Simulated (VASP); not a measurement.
# Mg (P6_3/mmc) in VASP: notebook, part 2 of 2

VASP 6.6.1. Earlier steps stand in the parts before.

### 3 Single point, r2SCAN0

This run uses another cell than the first one, of 22.31 Å³/atom, 1.021 times its volume.

POSCAR reads:

```
Mg
1.0
    3.1659257641      0.0000000000      0.0000000000
   -1.5829628820      2.7417721382      0.0000000000
    0.0000000000      0.0000000000      5.1398819084
Mg
2
Direct
    0.6666666667      0.3333333333      0.7500000000
    0.3333333333      0.6666666667      0.2500000000
```

INCAR.step1 reads:

```
  PREC = Accurate
  ENCUT = 520
  EDIFF = 1E-5
  ISMEAR = -1
  SIGMA = 0.05
  LREAL = F
  LASPH = T
  NELM = 60
  ALGO = Normal
  ISIF = 2
  LWAVE = T
  LCHARG = F
  NBANDS = 9
  GGA = PE
```

INCAR.step2 reads:

```
  PREC = Accurate
  ENCUT = 520
  EDIFF = 1E-7
  ISMEAR = -1
  SIGMA = 0.05
  LREAL = F
  LASPH = T
  NELM = 60
  ALGO = Normal
  ISIF = 2
  LWAVE = F
  LCHARG = F
  METAGGA = R2SCAN
  LHFCALC = T
  AEXX = 0.25
  LMIXTAU = T
  PRECFOCK = Normal
  NBANDS = 9
  ISTART = 1
```

KPOINTS reads:

```
Automatic mesh
0
Gamma
  5 5 3
```

Potentials or basis: VASP PAW PBE potentials, release 64 (Mg).

Launch:

```
cat potpaw_PBE.64/Mg/POTCAR > POTCAR
cp INCAR.step1 INCAR
mpirun -np 1 vasp_std > vasp.out
cp INCAR.step2 INCAR
mpirun -np 1 vasp_std > vasp.out
```

OUTCAR:

```text
PREC = Accurate
   ENCUT = 520
   EDIFF = 1E-7
   ISMEAR = -1
   LREAL = F
   LASPH = T
   NELM = 60
   ISIF = 2
   METAGGA = R2SCAN
   LHFCALC = T
   AEXX = 0.25
   PRECFOCK = Normal
   ISTART = 1

 ion  position               nearest neighbor table
   1  0.667  0.333  0.750-   2 3.15   2 3.15   2 3.15   2 3.15   2 3.15   2 3.15
   2  0.333  0.667  0.250-   1 3.15   1 3.15   1 3.15   1 3.15   1 3.15   1 3.15

  LATTYP: Found a hexagonal cell.
 ALAT       =     3.1659257641
 C/A-ratio  =     1.6235004518

  Lattice vectors:

 A1 = (   3.1659257641,   0.0000000000,   0.0000000000)
 A2 = (  -1.5829628820,   2.7417721382,   0.0000000000)
 A3 = (   0.0000000000,   0.0000000000,   5.1398819084)

Analysis of symmetry for initial positions (statically):
=====================================================================
 Subroutine PRICEL returns:
 Original cell was already a primitive cell.

 Routine SETGRP: Setting up the symmetry group for a
 hexagonal supercell.

 Subroutine GETGRP returns: Found 24 space group operations
 (whereof 12 operations were pure point group operations)
 out of a pool of 24 trial point group operations.

The static configuration has the point symmetry D_3d.
 The point group associated with its full space group is D_6h.

Analysis of symmetry for dynamics (positions and initial velocities):
=====================================================================
 Subroutine PRICEL returns:
 Original cell was already a primitive cell.

 Routine SETGRP: Setting up the symmetry group for a
 hexagonal supercell.

 Subroutine GETGRP returns: Found 24 space group operations
 (whereof 12 operations were pure point group operations)
 out of a pool of 24 trial point group operations.

The dynamic configuration has the point symmetry D_3d.
 The point group associated with its full space group is D_6h.

 Subroutine INISYM returns: Found 24 space group operations
 (whereof 12 operations are pure point group operations),
 and found     1 'primitive' translations

----------------------------------------------------------------------------------------

                                     Primitive cell

  volume of cell :      44.6154

  direct lattice vectors                    reciprocal lattice vectors
     3.165925764  0.000000000  0.000000000     0.315863376  0.182363805  0.000000000
    -1.582962882  2.741772138  0.000000000     0.000000000  0.364727610  0.000000000
     0.000000000  0.000000000  5.139881908     0.000000000  0.000000000  0.194556999

  length of vectors
     3.165925764  3.165925764  5.139881908     0.364727610  0.364727610  0.194556999

  position of ions in fractional coordinates (direct lattice)
     0.666666667  0.333333333  0.750000000
     0.333333333  0.666666667  0.250000000

  ion indices of the primitive-cell ions
   primitive index   ion index
                 1           1
                 2           2

----------------------------------------------------------------------------------------

[... 36 lines left out ...]
   k-points           NKPTS =     10   k-points in BZ     NKDIM =     75   number of bands    NBANDS=      9
   number of dos      NEDOS =    301   number of ions     NIONS =      2
   total plane-waves  NPLWV =  23040
   dimension x,y,z NGX =    24 NGY =   24 NGZ =   40
   dimension x,y,z NGXF=    48 NGYF=   48 NGZF=   80
   ions per type =               2
   NGX,Y,Z   is equivalent  to a cutoff of  12.60, 12.60, 12.94 a.u.
   NGXF,Y,Z  is equivalent  to a cutoff of  25.21, 25.21, 25.88 a.u.
 SYSTEM =  unknown system
   PREC   = accura    normal or accurate (medium, high low for compatibility)
   ISTART =      1    job   : 0-new  1-cont  2-samecut
   ICHARG =      0    charge: 1-file 2-atom 10-const
   ISPIN  =      1    spin polarized calculation?
   LNONCOLLINEAR =      F non collinear calculations
   LSORBIT =      F    spin-orbit coupling
   LASPH  =      T    aspherical Exc in radial PAW
   ENCUT  =  520.0 eV  38.22 Ry    6.18 a.u.   5.89  5.89  9.56*2*pi/ulx,y,z
   NELM   =     60;   NELMIN=  2; NELMDL=  0     # of ELM steps
   EDIFF  = 0.1E-06   stopping-criterion for ELM
   LREAL  =      F    real-space projection
   EDIFFG = 0.1E-05   stopping-criterion for IOM
   NSW    =      0    number of steps for IOM
   IBRION =     -1    ionic relax: 0-MD 1-quasi-New 2-CG
   NFREE  =      0    steps in history (QN), initial steepest desc. (CG)
   ISIF   =      2    stress and relaxation
   ISYM   =      3    0-nonsym 1-usesym 2-fastsym
   POTIM  = 0.5000    time-step for ionic-motion
   TEBEG  =    0.0;   TEEND  =   0.0 temperature during run
   PSTRESS=    0.0 pullay stress
   NELECT =       4.0000    total number of electrons
   NUPDOWN=      -1.0000    fix difference up-down
   EMIN   =  10.00;   EMAX   =-10.00  energy-range for DOS
   EFERMI =   0.00;   METHOD = LEGACY
   ISMEAR =    -1;   SIGMA  =   0.05  broadening in eV -4-tet -1-fermi 0-gaus
   EFERMI_NEDOS =   21; number of points for ismear=-14 and -15
   IALGO  =     38    algorithm
   IMIX   =      1    mixing-type and parameters
     AMIX     =   0.40;   BMIX     =  1.00
     AMIX_MAG =   1.60;   BMIX_MAG =  1.00
  volume/ion in A,a.u.               =      22.31       150.54
  Fermi-wavevector in a.u.,A,eV,Ry     =   0.732712  1.384624  7.304510  0.536866
  Thomas-Fermi vector in A             =   1.825242
   LORBIT       =      0    0 simple, 1 ext, 2 COOP (PROOUT), +10 PAW based schemes
   METAGGA = R2SCAN    functional components
   LHFCALC =     T    Hartree Fock is set to
   PRECFOCK=normal    Normal, Fast or Accurate (Low or Medium for compatibility)
   ENCUT4O =  -1.0   cutoff for four orbital integrals eV
   NKREDX  =     1    reduce k-point grid by
   NKREDY  =     1    reduce k-point grid by
   NKREDZ  =     1    reduce k-point grid by
   AEXX    =    0.2500 exact exchange contribution
   HFSCREEN=    0.0000 screening length (either q_TF or 0.3 A-1)
   HFSCREENC=   0.0000 screening length for correlation (either q_TF or 0.3 A-1)
   ENCUTFOCK=  -1.0 apply spherical cutoff to Coloumb kernel
   IVDW    =     0    specifies the selected vdW correction
   LEPSILON=     F    determine dielectric tensor
   LRPA    =     F    only Hartree local field effects (RPA)
 non-spin polarized calculation
  energy-cutoff  :      520.00
  volume of cell :       44.62
 maximum number of plane-waves:      1210
 NGX is ok and might be reduce to    24
  NGX = 18; NGY = 18; NGZ = 30

 number of electron       4.0000000 magnetization

 Free energy of the ion-electron system (eV)
  ---------------------------------------------------
  ext. energy  EPLUGINS =         0.00000000
  ---------------------------------------------------
  free energy    TOTEN  =        -7.17744562 eV

  energy without entropy =       -7.17382997  energy(sigma->0) =       -7.17563780

 E-fermi :   2.3989     XC(G=0):  -7.0829

 val. band max:        2.3183847127   @ k =   0.4000   0.0000   0.0000
 cond. band min:       3.5934149740   @ k =   0.2000   0.2000   0.0000
 fundamental gap:      1.2750302613
 Fermi energy:         2.3989189758

 k-point     1 :       0.0000    0.0000    0.0000
  band No.  band energies     occupation
      1      -6.0807      2.00000
      2       0.2119      2.00000
      3       1.0071      2.00000
      4      15.4854      0.00000
      5      15.4854      0.00000
      6      15.6845      0.00000
      7      15.6845      0.00000
      8      16.3983      0.00000
      9      18.3124      0.00000
[... 97 lines left out ...]
 k-point    10 :       0.4000    0.2000    0.3333
  band No.  band energies     occupation
      1       1.0971      2.00000
      2       1.2630      2.00000
      3       4.1071      0.00000
      4       4.1123      0.00000
      5       6.6249      0.00000
      6       8.4734      0.00000
      7      12.1419      0.00000
      8      12.6289      0.00000
      9      16.0923      0.00000

------------------------ aborting loop because EDIFF is reached ----------------------------------------

  FORCE on cell =-STRESS in cart. coord.  units (eV):
  Direction    XX          YY          ZZ          XY          YZ          ZX
  --------------------------------------------------------------------------------------
  -------------------------------------------------------------------------------------
  Total        0.0208394      0.0208394      0.2759115      0.0000000      0.0000000     -0.0000000
  in kB        0.7483600      0.7483600      9.9082096      0.0000000      0.0000000     -0.0000000
  external PRESSURE =       3.8016432 kB  Pullay stress =       0.0000000 kB

 VOLUME and BASIS-vectors are now :
 -----------------------------------------------------------------------------
  energy-cutoff  :      520.00
  volume of cell :       44.62
      direct lattice vectors                 reciprocal lattice vectors
     3.165925764  0.000000000  0.000000000     0.315863376  0.182363805  0.000000000
    -1.582962882  2.741772138  0.000000000     0.000000000  0.364727610  0.000000000
     0.000000000  0.000000000  5.139881908     0.000000000  0.000000000  0.194556999

 POSITION                                       TOTAL-FORCE (eV/Angst)
 -----------------------------------------------------------------------------------
      1.58296      0.91392      3.85491        -0.000000     -0.000000      0.000000
     -0.00000      1.82785      1.28497         0.000000      0.000000      0.000000
 -----------------------------------------------------------------------------------
    total drift:                                0.000000     -0.000000     -0.000000

  FREE ENERGIE OF THE ION-ELECTRON SYSTEM (eV)
  ---------------------------------------------------
  free  energy   TOTEN  =        -7.1774456173 eV

  energy  without entropy=       -7.1738299738  energy(sigma->0) =       -7.17563780
```

It took 56 s on 1 thread of Intel Xeon Platinum 8488C (Sapphire Rapids), shared host; peak memory 0.16 GiB.

What came out:

- Free energy: -7.1774 eV
- Pressure: 0.4 GPa
- Band gap on the k mesh: zero (band 2 reaches 3.59 eV, above the bottom of band 3 at 1.01 eV)

Stress tensor (GPa, compression positive):
```
0.07 0.00 0.00
0.00 0.07 0.00
0.00 0.00 0.99
```

Caveat: the k points lie up to 0.46 Å⁻¹ apart; the PAW data sets were made with another functional, which shifts forces and pressure a little.

### 4 Single point, r2SCAN0

This run uses another cell than the first one, of 22.77 Å³/atom, 1.043 times its volume.

POSCAR reads:

```
Mg
1.0
    3.1877604248      0.0000000000      0.0000000000
   -1.5938802124      2.7606815091      0.0000000000
    0.0000000000      0.0000000000      5.1753304900
Mg
2
Direct
    0.6666666667      0.3333333333      0.7500000000
    0.3333333333      0.6666666667      0.2500000000
```

INCAR.step1 reads:

```
PREC = Accurate ; ENCUT = 520
EDIFF = 1E-5 ; ISMEAR = -1
SIGMA = 0.05 ; LREAL = F
LASPH = T ; NELM = 80
ALGO = Normal ; ISIF = 2
LWAVE = T ; LCHARG = F
NBANDS = 9 ; GGA = PE
```

INCAR.step2 reads:

```
PREC = Accurate ; ENCUT = 520
EDIFF = 1E-6 ; ISMEAR = -1
SIGMA = 0.05 ; LREAL = F
LASPH = T ; NELM = 80
ALGO = Normal ; ISIF = 2
LWAVE = F ; LCHARG = F
METAGGA = R2SCAN ; LHFCALC = T
AEXX = 0.25 ; LMIXTAU = T
PRECFOCK = Normal ; NBANDS = 9
ISTART = 1
```

KPOINTS is that of step 3.

Launch:

```
cat potpaw_PBE.64/Mg/POTCAR > POTCAR
cp INCAR.step1 INCAR
mpirun -np 1 vasp_std > vasp.out
cp INCAR.step2 INCAR
mpirun -np 1 vasp_std > vasp.out
```

Wall time 54 s (1 thread of Intel Xeon Platinum 8488C (Sapphire Rapids), shared host); peak memory 0.16 GiB.

The run converged. Its results:

```yaml
Free_energy: -7.1772 eV
Pressure: -0.5 GPa
Band_gap_on_the_k_mesh: zero (band 2 reaches 3.49 eV, above the bottom of band 3 at 0.90 eV)
```

Stress tensor (GPa, compression positive):
```
-0.74  0.00  0.00
 0.00 -0.74  0.00
 0.00  0.00  0.13
```

Levels at points of the mesh, in eV from the Fermi level:
| k point | band 1 | band 2 | band 3 | band 4 | band 5 |
| --- | --- | --- | --- | --- | --- |
| (0.00, 0.00, 0.00) | -8.39 | -2.16 | -1.40 | 12.95 | 12.95 |

Caveat: the k points lie up to 0.46 Å⁻¹ apart; the PAW data sets were made with another functional, which shifts forces and pressure a little.

### 5 Single point, r2SCAN0

This run uses another cell than the first one, of 23.70 Å³/atom, 1.085 times its volume.

POSCAR reads:

```
Mg
1.0
    3.2305542618      0.0000000000      0.0000000000
   -1.6152771309      2.7977420591      0.0000000000
    0.0000000000      0.0000000000      5.2448063036
Mg
2
Direct
    0.6666666667      0.3333333333      0.7500000000
    0.3333333333      0.6666666667      0.2500000000
```

INCAR.step1 reads:

```
ALGO     = Normal         # electronic algorithm
EDIFF    = 1E-5           # SCF threshold, eV
ENCUT    = 520            # plane-wave cutoff, eV
GGA      = PE             # functional
ISIF     = 2              # what is computed and relaxed
ISMEAR   = -1             # smearing method
LASPH    = T              # aspherical terms in the spheres
LREAL    = F              # projectors in reciprocal space
LWAVE    = T              # write WAVECAR
NBANDS   = 9              # bands
NELM     = 100            # most SCF steps
PREC     = Accurate       # precision mode
SIGMA    = 0.05           # smearing width, eV
```

INCAR.step2 reads:

```
AEXX     = 0.25           # exact-exchange fraction
ALGO     = Normal         # electronic algorithm
EDIFF    = 1E-6           # SCF threshold, eV
ENCUT    = 520            # plane-wave cutoff, eV
ISIF     = 2              # what is computed and relaxed
ISMEAR   = -1             # smearing method
ISTART   = 1            
LASPH    = T              # aspherical terms in the spheres
LCHARG   = T              # write CHGCAR
LELF     = T              # ELF
LHFCALC  = T              # exact exchange
LMIXTAU  = T            
LREAL    = F              # projectors in reciprocal space
LVHAR    = T            
LWAVE    = F              # write WAVECAR
METAGGA  = R2SCAN         # meta-GGA
NBANDS   = 9              # bands
NELM     = 100            # most SCF steps
PREC     = Accurate       # precision mode
PRECFOCK = Normal       
SIGMA    = 0.05           # smearing width, eV
```

KPOINTS reads:

```
k-points
0
Gamma
  5 5 3
```

Launch:

```
cat potpaw_PBE.64/Mg/POTCAR > POTCAR
cp INCAR.step1 INCAR
mpirun -np 1 vasp_std > vasp.out
cp INCAR.step2 INCAR
mpirun -np 1 vasp_std > vasp.out
```

Wall time 61 s (1 thread of Intel Xeon Platinum 8488C (Sapphire Rapids), shared host); peak memory 0.17 GiB.

It converged, with:

```
Free energy            : -7.1634 eV
Pressure               : -1.9 GPa
Band gap on the k mesh : zero (band 2 reaches 3.30 eV, above the bottom of band 3 at 0.70 eV)
```

Stress tensor (GPa, compression positive):
```
-2.14  0.00  0.00
 0.00 -2.14  0.00
 0.00  0.00 -1.36
```

Levels at points of the mesh, in eV from the Fermi level:
```
           k point  band 1  band 2  band 3  band 4  band 5  band 6
(0.00, 0.00, 0.00)   -8.21   -2.10   -1.42   12.68   12.68   12.75
```

Caveat: the k points lie up to 0.45 Å⁻¹ apart; the PAW data sets were made with another functional, which shifts forces and pressure a little.

### 6 Overview

| cell | gap on the mesh (eV) | pressure (GPa) |
| --- | --- | --- |
| a = 3.144, b = 3.144, c = 5.104 Å, angles 90.0, 90.0, 120.0°, 2 atoms | none | 1.3 |
| a = 3.166, b = 3.166, c = 5.140 Å, angles 90.0, 90.0, 120.0°, 2 atoms | none | 0.4 |
| a = 3.188, b = 3.188, c = 5.175 Å, angles 90.0, 90.0, 120.0°, 2 atoms | none | -0.5 |
| a = 3.231, b = 3.231, c = 5.245 Å, angles 90.0, 90.0, 120.0°, 2 atoms | none | -1.9 |

Alike in all rows: task single point; level r2SCAN0; potentials or basis VASP PAW PBE potentials, release 64 (Mg); no spin polarisation; k mesh 5 × 5 × 3; cutoff (eV) 520; smearing fermi-dirac 0.05 eV.

Caveats: all runs use coarse meshes; the PAW data sets were made with another functional, which shifts forces and pressure a little.

Total energies depend on the potentials used, so only differences within one code and one set of settings carry meaning.
